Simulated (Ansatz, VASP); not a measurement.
CdSe in VASP and in Ansatz

Contents of POSCAR:

```
CdSe
1.0
    0.0000000000      2.6892810254      2.6892810254
    2.6892810254      0.0000000000      2.6892810254
    2.6892810254      2.6892810254      0.0000000000
Cd Se
1 1
Direct
    0.0000000000      0.0000000000      0.0000000000
    0.5000000000      0.5000000000      0.5000000000
```

The input INCAR.step1:

```
SYSTEM = CdSe
  PREC = Accurate
  ENCUT = 600
  ISMEAR = -1
  SIGMA = 0.05
  LREAL = .FALSE.
  LASPH = .TRUE.
  NELM = 100
  GGA = PE
  ALGO = Normal
  EDIFF = 1E-4
  LWAVE = .TRUE.
  LCHARG = .FALSE.
```

The input INCAR.step2:

```
SYSTEM = CdSe
  PREC = Accurate
  ENCUT = 600
  EDIFF = 1E-6
  ISMEAR = -1
  SIGMA = 0.05
  LREAL = .FALSE.
  LASPH = .TRUE.
  NELM = 100
  ALGO = Normal
  ISIF = 3
  LWAVE = .FALSE.
  LCHARG = .FALSE.
  METAGGA = R2SCAN
  LMIXTAU = .TRUE.
  IBRION = 2
  NSW = 60
  EDIFFG = -0.005
  ISTART = 1
```

The input KPOINTS:

```
regular mesh
0
G
  12 12 12
  0 0 0
```

Input for Ansatz:

```yaml
crystal:
  lattice:
    - [0.0, 2.6892810254, 2.6892810254]
    - [2.6892810254, 0.0, 2.6892810254]
    - [2.6892810254, 2.6892810254, 0.0]
  atoms:
    - { symbol: Cd, position: [0.0, 0.0, 0.0] }
    - { symbol: Se, position: [0.5, 0.5, 0.5] }
kpoints:
  mp_grid: { grid: [12, 12, 12] }
scf:
  occupations: { method: fermi_dirac, width: 0.05 }
hamiltonian:
  xc: r2scan
  pseudopotentials: { kind: paw }
output:
  forces: true
  stress: true
relax:
  f_tol: 0.005
  max_steps: 40
  cell: {}
```

Alike in both runs: task relaxation of cell and atoms; functional r2SCAN; k mesh 12 × 12 × 12; occupations fermi-dirac, width 0.05 eV; no spin polarisation.

```csv
,VASP,Ansatz
version,VASP 6.6.1,Ansatz 0.2.0
potentials or method,"VASP PAW PBE potentials, release 64 (Cd, Se)","PAW with Ansatz's default frozen-core files, scalar-relativistic"
plane-wave cutoff (eV),600,500
valence electrons in the cell,18,36
```

|  | VASP | Ansatz | Ansatz less VASP |
| --- | --- | --- | --- |
| relaxed volume (Å³/atom) | 23.09 | 22.97 | -0.121 |
| relaxed cell length with the largest relative difference (Å) | 4.027 | 4.020 | -0.0070 |

VASP's potentials were made for PBE, not for r2SCAN. VASP's potentials hold 18 valence electrons a cell and Ansatz's 36, so a difference there can come from the potentials and not from the codes.

Noted on VASP's run: the volume moved by over 15 % at a fixed basis, so the end points are rough.
